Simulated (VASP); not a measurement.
Wanted: the native input for a VASP 6.6.1 run.

```
Task                   : single point
Functional             : PBE
Potentials or basis    : VASP PAW PBE potentials, release 64 (Mg, F)
Cutoff                 : 520 eV
k mesh                 : 9 × 4 × 1
Occupations            : gaussian, width 0.1 eV
Spin                   : no spin polarisation
Dipole correction      : yes
Further INCAR settings : ALGO = Normal; EDIFF = 1e-07; NBANDS = 18
```

The structure of Mg6F lies in POSCAR:

```
Mg6F
1.0
    3.2034417932      0.0000000000      0.0000000000
   -1.6017208966      7.8153198520      0.0000000000
    0.0000000000      0.0000000000     20.9851131634
Mg F
6 1
Direct
    0.8493879956      0.6987759913      0.1906113143
    0.5210014932      0.0420029864      0.2197581863
    0.1926149907      0.3852299814      0.2489050583
    0.3710660944      0.7414803149      0.3283003664
    0.0426232582      0.0834482649      0.3542380799
    0.7128162912      0.4251093731      0.3805132287
    0.7128162912      0.9251093731      0.5249012992
```

These files were run (other wordings do the same):

INCAR

```
PREC = Accurate
ENCUT = 520
EDIFF = 1E-7
ISMEAR = 0
SIGMA = 0.1
LREAL = False
LASPH = True
NELM = 60
ALGO = Normal
ISIF = 2
LWAVE = False
LCHARG = False
LDIPOL = True
IDIPOL = 3
DIPOL = 0.5 0.5 0.321
GGA = PE
NBANDS = 18
```

KPOINTS

```
regular mesh
0
Gamma
  9 4 1
```

Potentials or basis: VASP PAW PBE potentials, release 64 (Mg, F).

Command:

```sh
$ cat potpaw_PBE.64/Mg/POTCAR potpaw_PBE.64/F/POTCAR > POTCAR
$ mpirun -np 1 vasp_std > vasp.out
```

It gave:

- Largest force: 0.780 eV/Å

Caveat: an odd number of electrons without spin polarisation forces a metal; a magnetic or distorted state may lie lower.

Run time: 8.1 min on 1 thread of Intel(R) Xeon(R) Platinum 8488C (Sapphire Rapids), on a shared host, peak memory 0.57 GiB.
